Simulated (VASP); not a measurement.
A run of VASP 6.6.1 is set up as follows.

INCAR

```
PREC     = Accurate       # precision mode
ENCUT    = 520            # plane-wave cutoff, eV
EDIFF    = 1E-6           # SCF threshold, eV
ISMEAR   = -1             # smearing method
SIGMA    = 0.05           # smearing width, eV
LREAL    = False          # projectors in reciprocal space
LASPH    = True           # aspherical terms in the spheres
NELM     = 100            # most SCF steps
ALGO     = Normal         # electronic algorithm
ISIF     = 2              # what is computed and relaxed
LWAVE    = False          # write WAVECAR
LCHARG   = False          # write CHGCAR
GGA      = CA             # functional
NBANDS   = 36             # bands
```

The input KPOINTS:

```
regular mesh
0
Gamma
  4 4 2
```

File POSCAR:

```
Ge
1.0
    4.0504045371      0.0000000000      0.0000000000
   -2.0252022685      3.5077532247      0.0000000000
    0.0000000000      0.0000000000     10.9933590000
Ge
4
Direct
    0.6666666667      0.3333333333      0.4148480000
    0.3333333333      0.6666666667      0.9148480000
    0.0000000000      0.0000000000      0.4774520000
    0.0000000000      0.0000000000      0.9774520000
```

Potentials or basis: VASP PAW LDA potentials, release 64 (Ge_d).

The run is started by

```sh
$ cat potpaw_LDA.64/Ge_d/POTCAR > POTCAR
$ mpirun -np 1 vasp_std > vasp.out
```

(1) What does it give for the band gap on the k mesh?

(2) Predict the pressure.

Answers

(1) 0.67 eV, direct.

(2) -2.4 GPa.

Caveat: the k points lie up to 0.45 Å⁻¹ apart.
